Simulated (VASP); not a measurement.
A run of VASP 6.6.1 is set up as follows.

Contents of INCAR:

```
PREC = Accurate
ENCUT = 600
EDIFF = 1E-6
ISMEAR = 0
SIGMA = 0.1
LREAL = F
LASPH = T
NELM = 80
ALGO = Fast
ISIF = 3
LWAVE = F
LCHARG = F
GGA = PS
IBRION = 2
NSW = 80
EDIFFG = -0.05
```

Contents of KPOINTS:

```
regular mesh
0
Gamma
  12 12 4
```

Contents of POSCAR:

```
Sn
1.0
    2.8743192949      0.0000000000      0.0000000000
   -1.4371596474      2.4892335280      0.0000000000
    0.0000000000      0.0000000000      5.4771277438
Sn
2
Direct
    0.3333333333      0.6666666667      0.2500000000
    0.6666666667      0.3333333333      0.7500000000
```

Potentials or basis: VASP PAW PBE potentials, release 64 (Sn_d).

Launch:

```console
$ cat potpaw_PBE.64/Sn_d/POTCAR > POTCAR
$ mpirun -np 1 vasp_std > vasp.out
```

(1) Predict the space group after relaxing (to 0.1 Å).

(2) What does it give for the relaxed cell?

Results:

(1) P6_3/mmc (No. 194).

(2) a = 3.357 Å, b = 3.357 Å, c = 5.343 Å, α = 90.00°, β = 90.00°, γ = 120.00°.
